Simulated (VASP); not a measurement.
# SnO (Pmn2_1) in VASP: single point with PBEsol

Aim: the single point of SnO with PBEsol.

Program: VASP 6.6.1. These are calculated values, not measurements. Logs are shortened: lines on timing, memory, paths and dates and some standing lists are left out, and cuts for length are marked.

## (1) The cell of the first run

Symmetry: Pmn2_1, No. 31, orthorhombic system. The conventional cell has a = 3.355 Å, b = 5.674 Å, c = 4.222 Å, α = 90.00°, β = 90.00°, γ = 90.00°. Sn (site symmetry m) has 3 O at 2.15 to 2.16 Å within 2.8 Å. Within 2.8 Å of O (site symmetry m) lie 3 Sn at 2.15 to 2.16 Å.

## (2) Single point, PBEsol

File INCAR:

```
SYSTEM = SnO
PREC = Accurate
ENCUT = 1340
EDIFF = 1E-6
ISMEAR = 0
SIGMA = 0.01
LREAL = .FALSE.
LASPH = .TRUE.
NELM = 120
ALGO = Normal
ISIF = 2
LWAVE = .FALSE.
LCHARG = .FALSE.
GGA = PS
NBANDS = 28
GGA_COMPAT = .FALSE.
```

File KPOINTS:

```
regular mesh
0
G
  5 3 4
  0 0 0
```

File POSCAR:

```
SnO
1.0
    3.3550050000      0.0000000000      0.0000000000
    0.0000000000      5.6741040000      0.0000000000
    0.0000000000      0.0000000000      4.2219700000
Sn O
2 2
Direct
    0.0000000000      0.2319090000      0.5131440000
    0.5000000000      0.7680910000      0.0131440000
    0.0000000000      0.8912500000      0.7368570000
    0.5000000000      0.1087500000      0.2368570000
```

Potentials or basis: VASP PAW PBE potentials, release 64 (Sn_d, O_h).

Launch:

```bash
$ cat potpaw_PBE.64/Sn_d/POTCAR potpaw_PBE.64/O_h/POTCAR > POTCAR
$ mpirun -np 1 vasp_std > vasp.out
```

OUTCAR:

```text
SYSTEM = SnO
   PREC = Accurate
   ENCUT = 1340
   EDIFF = 1E-6
   ISMEAR = 0
   LREAL = .FALSE.
   LASPH = .TRUE.
   NELM = 120
   ISIF = 2
   GGA = PS

 ion  position               nearest neighbor table
   1  0.000  0.232  0.513-   3 2.15   4 2.16   4 2.16
   2  0.500  0.768  0.013-   4 2.15   3 2.16   3 2.16
   3  0.000  0.891  0.737-   1 2.15   2 2.16   2 2.16
   4  0.500  0.109  0.237-   2 2.15   1 2.16   1 2.16

  LATTYP: Found a simple orthorhombic cell.
 ALAT       =     3.3550050000
 B/A-ratio  =     1.2584094510
 C/A-ratio  =     1.6912356315

  Lattice vectors:

 A1 = (  -3.3550050000,   0.0000000000,   0.0000000000)
 A2 = (   0.0000000000,   0.0000000000,   4.2219700000)
 A3 = (   0.0000000000,   5.6741040000,   0.0000000000)

Analysis of symmetry for initial positions (statically):
=====================================================================
 Subroutine PRICEL returns:
 Original cell was already a primitive cell.

 Routine SETGRP: Setting up the symmetry group for a
 simple orthorhombic supercell.

 Subroutine GETGRP returns: Found  4 space group operations
 (whereof  2 operations were pure point group operations)
 out of a pool of  8 trial point group operations.

The static configuration has the point symmetry C_1h.
 The point group associated with its full space group is C_2v.

Analysis of symmetry for dynamics (positions and initial velocities):
=====================================================================
 Subroutine PRICEL returns:
 Original cell was already a primitive cell.

 Routine SETGRP: Setting up the symmetry group for a
 simple orthorhombic supercell.

 Subroutine GETGRP returns: Found  4 space group operations
 (whereof  2 operations were pure point group operations)
 out of a pool of  8 trial point group operations.

The dynamic configuration has the point symmetry C_1h.
 The point group associated with its full space group is C_2v.

 Subroutine INISYM returns: Found  4 space group operations
 (whereof  2 operations are pure point group operations),
 and found     1 'primitive' translations

----------------------------------------------------------------------------------------

                                     Primitive cell

  volume of cell :      80.3722

  direct lattice vectors                    reciprocal lattice vectors
     3.355005000  0.000000000  0.000000000     0.298062149  0.000000000  0.000000000
[... 81 lines left out ...]
   ENCUT  = 1340.0 eV  98.49 Ry    9.92 a.u.  10.01 16.94 12.60*2*pi/ulx,y,z
   NELM   =    120;   NELMIN=  2; NELMDL= -5     # of ELM steps
   EDIFF  = 0.1E-05   stopping-criterion for ELM
   LREAL  =      F    real-space projection
   EDIFFG = 0.1E-04   stopping-criterion for IOM
   NSW    =      0    number of steps for IOM
   IBRION =     -1    ionic relax: 0-MD 1-quasi-New 2-CG
   NFREE  =      0    steps in history (QN), initial steepest desc. (CG)
   ISIF   =      2    stress and relaxation
   ISYM   =      2    0-nonsym 1-usesym 2-fastsym
   POTIM  = 0.5000    time-step for ionic-motion
   TEBEG  =    0.0;   TEEND  =   0.0 temperature during run
   PSTRESS=    0.0 pullay stress
   NELECT =      40.0000    total number of electrons
   NUPDOWN=      -1.0000    fix difference up-down
   EMIN   =  10.00;   EMAX   =-10.00  energy-range for DOS
   EFERMI =   0.00;   METHOD = LEGACY
   ISMEAR =     0;   SIGMA  =   0.01  broadening in eV -4-tet -1-fermi 0-gaus
   EFERMI_NEDOS =   21; number of points for ismear=-14 and -15
   IALGO  =     38    algorithm
   IMIX   =      4    mixing-type and parameters
     AMIX     =   0.40;   BMIX     =  1.00
     AMIX_MAG =   1.60;   BMIX_MAG =  1.00
  volume/ion in A,a.u.               =      20.09       135.59
  Fermi-wavevector in a.u.,A,eV,Ry     =   1.297357  2.451650 22.900458  1.683136
  Thomas-Fermi vector in A             =   2.428755
   LORBIT       =      0    0 simple, 1 ext, 2 COOP (PROOUT), +10 PAW based schemes
   GGA     = PS    functional components
   LHFCALC =     F    Hartree Fock is set to
   AEXX    =    0.0000 exact exchange contribution
   IVDW    =     0    specifies the selected vdW correction
   LEPSILON=     F    determine dielectric tensor
   LRPA    =     F    only Hartree local field effects (RPA)
 non-spin polarized calculation
 Gauss-broadening in eV      SIGMA  =   0.01
  energy-cutoff  :     1340.00
  volume of cell :       80.37
 maximum number of plane-waves:      8987
   NGX = 21   NGY = 33   NGZ = 25

 number of electron      40.0000002 magnetization

 Free energy of the ion-electron system (eV)
  ---------------------------------------------------
  ext. energy  EPLUGINS =         0.00000000
  ---------------------------------------------------
  free energy    TOTEN  =       -23.80920356 eV

  energy without entropy =      -23.80920356  energy(sigma->0) =      -23.80920356

 E-fermi :   4.9470     XC(G=0):  -9.7662

 val. band max:        4.8988823045   @ k =   0.0000   0.0000   0.0000
 cond. band min:       6.4417119996   @ k =   0.4000   0.3333   0.0000
 fundamental gap:      1.5428296952
 Fermi energy:         4.9469670985

 k-point     1 :       0.0000    0.0000    0.0000
  band No.  band energies     occupation
      1     -16.2215      2.00000
      2     -15.8949      2.00000
      3     -15.8107      2.00000
      4     -15.7846      2.00000
      5     -15.7571      2.00000
      6     -15.7254      2.00000
[... 547 lines left out ...]
     27      14.4104      0.00000
     28      14.4104      0.00000

------------------------ aborting loop because EDIFF is reached ----------------------------------------

  FORCE on cell =-STRESS in cart. coord.  units (eV):
  Direction    XX          YY          ZZ          XY          YZ          ZX
  --------------------------------------------------------------------------------------
  -------------------------------------------------------------------------------------
  Total       -1.7366294     -1.2947142     -1.3014756      0.0000000      0.0000000      0.0000000
  in kB      -34.6188099    -25.8094589    -25.9442436      0.0000000      0.0000000      0.0000000
  external PRESSURE =     -28.7908374 kB  Pullay stress =       0.0000000 kB

 VOLUME and BASIS-vectors are now :
 -----------------------------------------------------------------------------
  energy-cutoff  :     1340.00
  volume of cell :       80.37
      direct lattice vectors                 reciprocal lattice vectors
     3.355005000  0.000000000  0.000000000     0.298062149  0.000000000  0.000000000
     0.000000000  5.674104000  0.000000000     0.000000000  0.176239279  0.000000000
     0.000000000  0.000000000  4.221970000     0.000000000  0.000000000  0.236856254

 POSITION                                       TOTAL-FORCE (eV/Angst)
 -----------------------------------------------------------------------------------
      0.00000      1.31588      2.16648         0.000000     -0.345563     -0.102350
      1.67750      4.35823      0.05549         0.000000      0.345563     -0.102350
      0.00000      5.05705      3.11099         0.000000      0.124729      0.102350
      1.67750      0.61706      1.00000         0.000000     -0.124729      0.102350
 -----------------------------------------------------------------------------------
    total drift:                               -0.000000      0.000000      0.000012

  FREE ENERGIE OF THE ION-ELECTRON SYSTEM (eV)
  ---------------------------------------------------
  free  energy   TOTEN  =       -23.8092035624 eV

  energy  without entropy=      -23.8092035624  energy(sigma->0) =      -23.80920356
```

It took 3.2 min on 1 thread of AMD EPYC 7R43 (Zen 3), shared host; peak memory 0.4 GiB.

What came out:

- Free energy: -23.8092 eV
- Pressure: -2.9 GPa
- Largest force: 0.360 eV/Å
- Band gap on the k mesh: 1.54 eV (least direct gap 2.13 eV)

Forces on the atoms (eV/Å):
```
Sn   0.000 -0.346 -0.102
Sn   0.000  0.346 -0.102
O    0.000  0.125  0.102
O    0.000 -0.125  0.102
```

Stress tensor (GPa, compression positive):
```
-3.46  0.00  0.00
 0.00 -2.58  0.00
 0.00  0.00 -2.59
```

Caveat: the PAW data sets were made with another functional, which shifts forces and pressure a little; spin-orbit coupling is left out, which moves the levels of the heavy elements. A k mesh can miss the band edges.
